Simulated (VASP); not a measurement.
# Se (P6_3/mmc) in VASP: further runs, part 2 of 2

VASP 6.6.1. Earlier steps stand in the parts before.

## 4. Single point, PBEsol

This run uses another cell than the first one, of 21.45 Å³/atom, 0.926 times its volume.

Input file INCAR:

```
SYSTEM = Se
PREC = Accurate ; ENCUT = 520
EDIFF = 1E-6 ; ISMEAR = -1
SIGMA = 0.1 ; LREAL = .False.
LASPH = .True. ; NELM = 60
ALGO = Normal ; ISIF = 2
LWAVE = .False. ; LCHARG = .False.
GGA = PS ; NBANDS = 20
```

Input file KPOINTS:

```
regular mesh
0
Gamma
  13 13 6
  0 0 0
```

Input file POSCAR:

```
Se
1.0
    3.6968602185      0.0000000000      0.0000000000
   -1.8484301093      3.2015748635      0.0000000000
    0.0000000000      0.0000000000      7.2501044030
Se
4
Direct
    1.0000000000      0.0000000000      0.0000000000
    1.0000000000      0.0000000000      0.5000000000
    0.3333333333      0.6666666667      0.2500000000
    0.6666666667      0.3333333333      0.7500000000
```

Potentials or basis: VASP PAW PBE potentials, release 64 (Se).

Run with:

```
cat potpaw_PBE.64/Se/POTCAR > POTCAR
mpirun -np 1 vasp_std > vasp.out
```

OUTCAR:

```text
SYSTEM = Se
   PREC = Accurate
   ENCUT = 520
   EDIFF = 1E-6
   ISMEAR = -1
   LREAL = .False.
   LASPH = .True.
   NELM = 60
   ISIF = 2
   GGA = PS

 ion  position               nearest neighbor table
   1  0.000  0.000  0.000-
   2  0.000  0.000  0.500-
   3  0.333  0.667  0.250-
   4  0.667  0.333  0.750-

  LATTYP: Found a hexagonal cell.
 ALAT       =     3.6968602185
 C/A-ratio  =     1.9611518896

  Lattice vectors:

 A1 = (   3.6968602185,   0.0000000000,   0.0000000000)
 A2 = (  -1.8484301093,   3.2015748635,   0.0000000000)
 A3 = (   0.0000000000,   0.0000000000,   7.2501044030)

Analysis of symmetry for initial positions (statically):
=====================================================================
 Subroutine PRICEL returns:
 Original cell was already a primitive cell.

 Routine SETGRP: Setting up the symmetry group for a
 hexagonal supercell.

 Subroutine GETGRP returns: Found 24 space group operations
 (whereof 12 operations were pure point group operations)
 out of a pool of 24 trial point group operations.

The static configuration has the point symmetry D_3d.
 The point group associated with its full space group is D_6h.

Analysis of symmetry for dynamics (positions and initial velocities):
=====================================================================
 Subroutine PRICEL returns:
 Original cell was already a primitive cell.

 Routine SETGRP: Setting up the symmetry group for a
 hexagonal supercell.

 Subroutine GETGRP returns: Found 24 space group operations
 (whereof 12 operations were pure point group operations)
 out of a pool of 24 trial point group operations.

The dynamic configuration has the point symmetry D_3d.
 The point group associated with its full space group is D_6h.

 Subroutine INISYM returns: Found 24 space group operations
 (whereof 12 operations are pure point group operations),
 and found     1 'primitive' translations

----------------------------------------------------------------------------------------

                                     Primitive cell

  volume of cell :      85.8106

  direct lattice vectors                    reciprocal lattice vectors
     3.696860218  0.000000000  0.000000000     0.270499814  0.156173140  0.000000000
    -1.848430109  3.201574863  0.000000000     0.000000000  0.312346280  0.000000000
     0.000000000  0.000000000  7.250104403     0.000000000  0.000000000  0.137929048

  length of vectors
     3.696860218  3.696860219  7.250104403     0.312346280  0.312346280  0.137929048

  position of ions in fractional coordinates (direct lattice)
     0.000000000  0.000000000  0.000000000
     0.000000000  0.000000000  0.500000000
     0.333333333  0.666666667  0.250000000
     0.666666667  0.333333333  0.750000000

  ion indices of the primitive-cell ions
   primitive index   ion index
                 1           1
                 2           2
                 3           3
                 4           4

----------------------------------------------------------------------------------------

 KPOINTS: regular mesh

Automatic generation of k-mesh.
 Grid dimensions read from file:
 generate k-points for:   13   13    6

 Generating k-lattice:

  Cartesian coordinates                     Fractional coordinates (reciprocal lattice)
     0.020807678  0.012013318  0.000000000     0.076923077  0.000000000  0.000000000
     0.000000000  0.024026637  0.000000000     0.000000000  0.076923077  0.000000000
     0.000000000  0.000000000  0.022988175     0.000000000  0.000000000  0.166666667

  Length of vectors
     0.024026637  0.024026637  0.022988175

  Shift w.r.t. Gamma in fractional coordinates (k-lattice)
     0.000000000  0.000000000  0.000000000

 Subroutine IBZKPT returns following result:
 ===========================================

 Found     84 irreducible k-points:

 Following reciprocal coordinates:
            Coordinates               Weight
  0.000000  0.000000  0.000000      1.000000
  0.076923  0.000000  0.000000      6.000000
  0.153846  0.000000  0.000000      6.000000
  0.230769 -0.000000  0.000000      6.000000
  0.307692  0.000000  0.000000      6.000000
  0.384615 -0.000000  0.000000      6.000000
[... 16 lines left out ...]
  0.076923  0.000000  0.166667     12.000000
  0.153846  0.000000  0.166667     12.000000
 [... further k-points ...]
   k-points           NKPTS =     84   k-points in BZ     NKDIM =     84   number of bands    NBANDS=     20
   number of dos      NEDOS =    301   number of ions     NIONS =      4
   total plane-waves  NPLWV =  42336
   dimension x,y,z NGX =    28 NGY =   28 NGZ =   54
   dimension x,y,z NGXF=    56 NGYF=   56 NGZF=  108
   ions per type =               4
   NGX,Y,Z   is equivalent  to a cutoff of  12.59, 12.59, 12.38 a.u.
   NGXF,Y,Z  is equivalent  to a cutoff of  25.18, 25.18, 24.76 a.u.
 SYSTEM =  Se
   PREC   = accura    normal or accurate (medium, high low for compatibility)
   ISTART =      0    job   : 0-new  1-cont  2-samecut
   ICHARG =      2    charge: 1-file 2-atom 10-const
   ISPIN  =      1    spin polarized calculation?
   LNONCOLLINEAR =      F non collinear calculations
   LSORBIT =      F    spin-orbit coupling
   LASPH  =      T    aspherical Exc in radial PAW
   ENCUT  =  520.0 eV  38.22 Ry    6.18 a.u.   6.87  6.87 13.48*2*pi/ulx,y,z
   NELM   =     60;   NELMIN=  2; NELMDL= -5     # of ELM steps
   EDIFF  = 0.1E-05   stopping-criterion for ELM
   LREAL  =      F    real-space projection
   EDIFFG = 0.1E-04   stopping-criterion for IOM
   NSW    =      0    number of steps for IOM
   IBRION =     -1    ionic relax: 0-MD 1-quasi-New 2-CG
   NFREE  =      0    steps in history (QN), initial steepest desc. (CG)
   ISIF   =      2    stress and relaxation
   ISYM   =      2    0-nonsym 1-usesym 2-fastsym
   POTIM  = 0.5000    time-step for ionic-motion
   TEBEG  =    0.0;   TEEND  =   0.0 temperature during run
   PSTRESS=    0.0 pullay stress
   NELECT =      24.0000    total number of electrons
   NUPDOWN=      -1.0000    fix difference up-down
   EMIN   =  10.00;   EMAX   =-10.00  energy-range for DOS
   EFERMI =   0.00;   METHOD = LEGACY
   ISMEAR =    -1;   SIGMA  =   0.10  broadening in eV -4-tet -1-fermi 0-gaus
   EFERMI_NEDOS =   21; number of points for ismear=-14 and -15
   IALGO  =     38    algorithm
   IMIX   =      4    mixing-type and parameters
     AMIX     =   0.40;   BMIX     =  1.00
     AMIX_MAG =   1.60;   BMIX_MAG =  1.00
  volume/ion in A,a.u.               =      21.45       144.77
  Fermi-wavevector in a.u.,A,eV,Ry     =   1.070611  2.023161 15.595098  1.146207
  Thomas-Fermi vector in A             =   2.206326
   LORBIT       =      0    0 simple, 1 ext, 2 COOP (PROOUT), +10 PAW based schemes
   GGA     = PS    functional components
   LHFCALC =     F    Hartree Fock is set to
   AEXX    =    0.0000 exact exchange contribution
   IVDW    =     0    specifies the selected vdW correction
   LEPSILON=     F    determine dielectric tensor
   LRPA    =     F    only Hartree local field effects (RPA)
 non-spin polarized calculation
  energy-cutoff  :      520.00
  volume of cell :       85.81
 maximum number of plane-waves:      2331
 NGX is ok and might be reduce to    28
   NGX = 13   NGY = 13   NGZ = 27

 number of electron      23.9999999 magnetization

 Free energy of the ion-electron system (eV)
  ---------------------------------------------------
  ext. energy  EPLUGINS =         0.00000000
  ---------------------------------------------------
  free energy    TOTEN  =       -14.59187437 eV

  energy without entropy =      -14.51369122  energy(sigma->0) =      -14.55278280

 E-fermi :   5.1061     XC(G=0): -10.3337

 val. band max:        5.0913321021   @ k =   0.3846   0.0769   0.1667
 cond. band min:       5.1070503490   @ k =   0.1538   0.1538   0.1667
 fundamental gap:      0.0157182469
 Fermi energy:         5.1060521881

 k-point     1 :       0.0000    0.0000    0.0000
  band No.  band energies     occupation
      1     -11.2899      2.00000
      2      -9.0325      2.00000
      3      -8.9133      2.00000
      4      -4.7989      2.00000
      5       0.4436      2.00000
      6       2.3594      2.00000
[... 12 lines left out ...]
     19      12.0438      0.00000
     20      12.5540      0.00000
[... 507 lines left out ...]
 k-point    24 :       0.1538    0.0000    0.1667
  band No.  band energies     occupation
      1     -10.9637      2.00000
      2      -9.4484      2.00000
      3      -8.0525      2.00000
      4      -5.3707      2.00000
      5       0.5019      2.00000
      6       1.0732      2.00000
[... 12 lines left out ...]
     19      12.7694      0.00000
     20      12.7956      0.00000

 [... further k-points ...]
[... 5 lines left out ...]
  --------------------------------------------------------------------------------------
  -------------------------------------------------------------------------------------
  Total       -0.0306347     -0.0306347      0.3291741      0.0000000     -0.0000000      0.0000000
  in kB       -0.5719825     -0.5719825      6.1460392      0.0000000     -0.0000000      0.0000000
  external PRESSURE =       1.6673581 kB  Pullay stress =       0.0000000 kB

 VOLUME and BASIS-vectors are now :
 -----------------------------------------------------------------------------
  energy-cutoff  :      520.00
  volume of cell :       85.81
      direct lattice vectors                 reciprocal lattice vectors
     3.696860218  0.000000000  0.000000000     0.270499814  0.156173140  0.000000000
    -1.848430109  3.201574863  0.000000000     0.000000000  0.312346280  0.000000000
     0.000000000  0.000000000  7.250104403     0.000000000  0.000000000  0.137929048

 POSITION                                       TOTAL-FORCE (eV/Angst)
 -----------------------------------------------------------------------------------
      0.00000      0.00000      0.00000        -0.000000      0.000000      0.000000
      0.00000      0.00000      3.62505        -0.000000      0.000000      0.000000
     -0.00000      2.13438      1.81253        -0.000000     -0.000000     -0.000000
      1.84843      1.06719      5.43758         0.000000      0.000000      0.000000
 -----------------------------------------------------------------------------------
    total drift:                                0.000000     -0.000000     -0.000000

  FREE ENERGIE OF THE ION-ELECTRON SYSTEM (eV)
  ---------------------------------------------------
  free  energy   TOTEN  =       -14.5918743710 eV

  energy  without entropy=      -14.5136912225  energy(sigma->0) =      -14.55278280
```

OSZICAR:

```text
N       E                     dE             d eps       ncg     rms          rms(c)
DAV:   1     0.103811557962E+03    0.10381E+03   -0.10371E+04  3360   0.104E+03
DAV:   2    -0.778371339361E+01   -0.11160E+03   -0.10890E+03  4712   0.170E+02
DAV:   3    -0.145432026018E+02   -0.67595E+01   -0.66916E+01  4092   0.427E+01
DAV:   4    -0.145961362977E+02   -0.52934E-01   -0.52893E-01  4060   0.437E+00
DAV:   5    -0.145964359282E+02   -0.29963E-03   -0.29960E-03  3984   0.332E-01    0.777E+00
DAV:   6    -0.145918576208E+02    0.45783E-02   -0.88915E-03  4048   0.543E-01    0.467E+00
DAV:   7    -0.145919233765E+02   -0.65756E-04   -0.99127E-03  3852   0.558E-01    0.114E-01
DAV:   8    -0.145918673369E+02    0.56040E-04   -0.25484E-04  3924   0.915E-02    0.633E-02
DAV:   9    -0.145918745110E+02   -0.71741E-05   -0.10686E-04  3884   0.522E-02    0.217E-02
DAV:  10    -0.145918743710E+02    0.13999E-06   -0.14844E-06  3008   0.757E-03
   1 F= -.14591874E+02 E0= -.14552783E+02  d E =-.781831E-01
```

Wall time 82 s (1 thread of AMD EPYC 7R43 (Zen 3), shared host); peak memory 0.22 GiB.

What came out:

- Free energy: -14.5919 eV
- Pressure: 0.2 GPa
- Band gap on the k mesh: zero (band 12 reaches 5.63 eV, above the bottom of band 13 at 3.49 eV)

Stress tensor (GPa, compression positive):
```
-0.06  0.00  0.00
 0.00 -0.06  0.00
 0.00  0.00  0.61
```

Caveat: the PAW data sets were made with another functional, which shifts forces and pressure a little.

## 5. Relaxation of cell and atoms, PBEsol

This run uses another cell than the first one, of 21.81 Å³/atom, 0.941 times its volume.

Input file INCAR:

```
SYSTEM = Se
ALGO = Normal
EDIFF = 1E-6
EDIFFG = -0.01
ENCUT = 600
GGA = PS
IBRION = 2
ISIF = 3
ISMEAR = -1
LASPH = .TRUE.
LCHARG = .FALSE.
LREAL = .FALSE.
LWAVE = .FALSE.
NELM = 60
NSW = 80
PREC = Accurate
SIGMA = 0.1
```

Input file KPOINTS:

```
k-points
0
G
  12 12 3
  0 0 0
```

Input file POSCAR:

```
Se
1.0
    3.1360302227      0.0000000000      0.0000000000
   -1.5680151114      2.7158818399      0.0000000000
    0.0000000000      0.0000000000     10.2422747074
Se
4
Direct
    0.0000000000      0.0000000000      0.0000000000
    0.0000000000      0.0000000000      0.5000000000
    0.3333333333      0.6666666667      0.2500000000
    0.6666666667      0.3333333333      0.7500000000
```

Run with:

```
cat potpaw_PBE.64/Se/POTCAR > POTCAR
mpirun -np 1 vasp_std > vasp.out
```

It took 12 min on 1 thread of Intel Xeon Platinum 8375C at 2.90GHz (Ice Lake), shared host; peak memory 0.29 GiB.

It converged, with:

```yaml
Free_energy: -14.5210 eV
Relaxed_volume: 21.50 Å³/atom
Relaxed_cell: a = 3.700 Å, b = 3.700 Å, c = 7.253 Å, α = 90.00°, β = 90.00°, γ = 120.00°
Space_group_after_relaxing_to_0.05_Å: P6_3/mmc (No. 194)
Energy_gained_by_relaxing: 414.8 meV/atom
Ionic_steps: 29
Pressure_after_relaxing: 0.0 GPa
Band_gap_on_the_k_mesh: zero (band 12 reaches 5.63 eV, above the bottom of band 13 at 3.29 eV)
```

Step by step:
```
step  energy change (eV)  largest force (eV/Å)  pressure (GPa)  volume (Å³)
   1              0.0000                0.0000           -7.69        87.23
   2             -0.2689                0.0000            2.96        74.67
   3             -0.2861                0.0000            0.35        76.86
   4             -0.3312                0.0000            0.60        76.58
   5             -0.5771                0.0000            2.40        75.53
   6             -1.0489                0.0000           11.17        72.44
   7              2.0835                0.0000           55.49        61.84
   8             -1.0069                0.0000           16.71        70.92
   9             -1.0497                0.0000           14.56        71.48
  10             -1.0531                0.0000           14.61        71.49
  11             -1.0622                0.0000           14.78        71.54
  12             -1.0758                0.0000           15.14        71.62
  13             -1.0855                0.0000           15.90        71.75
  14             -1.1047                0.0000           15.54        71.95
  15             -1.1600                0.0000           14.47        72.56
  16             -1.2602                0.0000           12.45        73.79
  17             -1.4213                0.0000            8.79        76.27
  18             -1.6051                0.0000            2.83        81.38
  19             -1.5410                0.0000           -5.03        92.15
  20             -1.6402                0.0000           -0.81        85.53
  21             -1.6405                0.0000           -0.54        85.18
  22             -1.6403                0.0000           -0.32        84.90
  23             -1.6417                0.0000           -0.30        84.93
  24             -1.6454                0.0000           -0.23        85.02
  25             -1.6516                0.0000           -0.09        85.18
  26             -1.6585                0.0000            0.18        85.48
  27             -1.6590                0.0000            0.29        85.59
  28             -1.6590                0.0000            0.27        85.57
  29             -1.6592                0.0000           -0.05        85.98
```

Final structure:
```
Se
1.0
     3.69985    0.00000    0.00000
    -1.84993    3.20417    0.00000
     0.00000    0.00000    7.25289
Se
4
Direct
  0.00000 0.00000 0.00000
  0.00000 0.00000 0.50000
  0.33333 0.66667 0.25000
  0.66667 0.33333 0.75000
```

Levels at points of the mesh, in eV from the Fermi level:
| k point | band 9 | band 10 | band 11 | band 12 | band 13 | band 14 | band 15 | band 16 |
| --- | --- | --- | --- | --- | --- | --- | --- | --- |
| (0.00, 0.00, 0.00) | -1.43 | -1.43 | -0.96 | -0.92 | -0.92 | 1.01 | 1.01 | 2.80 |
| (0.50, 0.00, 0.00) | -2.37 | -2.26 | -2.00 | -1.91 | -1.80 | 2.15 | 2.57 | 3.35 |

Caveat: the PAW data sets were made with another functional, which shifts forces and pressure a little.

## 6. Overview

| task | cell | k mesh | cutoff (eV) | gap on the mesh (eV) | pressure (GPa) |
| --- | --- | --- | --- | --- | --- |
| single point | a = 3.793, b = 3.793, c = 7.439 Å, angles 90.0, 90.0, 120.0°, 4 atoms | 11 × 11 × 5 | 520 | none | -4.9 |
| single point | a = 3.839, b = 3.839, c = 7.529 Å, angles 90.0, 90.0, 120.0°, 4 atoms | 11 × 11 × 5 | 520 | none | -6.8 |
| single point | a = 3.697, b = 3.697, c = 7.250 Å, angles 90.0, 90.0, 120.0°, 4 atoms | 13 × 13 × 6 | 520 | none | 0.2 |
| relaxation of cell and atoms | relaxed from a = 3.136, b = 3.136, c = 10.242 Å, angles 90.0, 90.0, 120.0°, 4 atoms | 12 × 12 × 3 | 600 | none | 0.0 |

Alike in all rows: level PBEsol; potentials or basis VASP PAW PBE potentials, release 64 (Se); no spin polarisation; smearing fermi-dirac 0.1 eV.

Caveats: the PAW data sets were made with another functional, which shifts forces and pressure a little.

Absolute energies hang on the potentials; compare differences alone.
